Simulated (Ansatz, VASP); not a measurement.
# Two plane-wave programs on In

File INCAR:

```
SYSTEM = In
ALGO = Fast ; EDIFF = 1E-6
EDIFFG = -0.01 ; ENCUT = 600
GGA = PE ; IBRION = 2
ISIF = 3 ; ISMEAR = 0
LASPH = .TRUE. ; LCHARG = .FALSE.
LREAL = .FALSE. ; LWAVE = .FALSE.
NELM = 80 ; NSW = 100
PREC = Accurate ; SIGMA = 0.1
```

The input KPOINTS:

```
k-points
0
G
  12 12 6
  0 0 0
```

File POSCAR:

```
In
1.0
    3.8006850097      0.0000000000      0.0000000000
   -1.9003425049      3.2914897702      0.0000000000
    0.0000000000      0.0000000000      7.3499125818
In
3
Direct
    0.6666666667      0.3333333333      0.7015152755
    0.6666666667      0.3333333333      0.2984847245
    0.0000000000      0.0000000000      0.0000000000
```

Input for Ansatz:

```yaml
crystal:
  lattice:
    - [3.8006850097, 0.0, 0.0]
    - [-1.9003425049, 3.2914897702, 0.0]
    - [0.0, 0.0, 7.3499125818]
  atoms:
    - { symbol: In, position: [0.6666666667, 0.3333333333, 0.7015152755] }
    - { symbol: In, position: [0.6666666667, 0.3333333333, 0.2984847245] }
    - { symbol: In, position: [0.0, 0.0, 0.0] }
basis:
  ecutwfc: 420
kpoints:
  mp_grid: { grid: [12, 12, 6] }
hamiltonian:
  xc: pbe
scf:
  occupations: { method: gaussian, width: 0.1 }
output:
  forces: true
  stress: true
  eigenvalues: true
  write_density: true
  write_potential: true
  elf: true
  volumetric_format: npy
relax:
  adjacent_minimum: "off"
  f_tol: 0.01
  max_steps: 80
  cell: { stress_tol: 0.05 }
```

Alike in both runs: task relaxation of cell and atoms; functional PBE; k mesh 12 × 12 × 6; occupations gaussian, width 0.1 eV; no spin polarisation.

|  | VASP | Ansatz |
| --- | --- | --- |
| version | VASP 6.6.1 | Ansatz 0.2.0 |
| potentials or method | VASP PAW PBE potentials, release 64 (In_d), cutoff 600 eV | scalar-relativistic, plane waves, PAW |
| valence electrons in the cell | 39 | 39 |

```tsv
	VASP	Ansatz	Ansatz less VASP
gap on the k mesh at the Fermi level, each at its own relaxed structure (eV)	none	none	-
relaxed volume (Å³/atom)	28.05	28.09	+0.040
relaxed length of the cell vector where the two differ most in proportion (Å)	3.364	3.366	+0.0017
```

A gap of «none» marks a metal or a gap that the smearing closes.
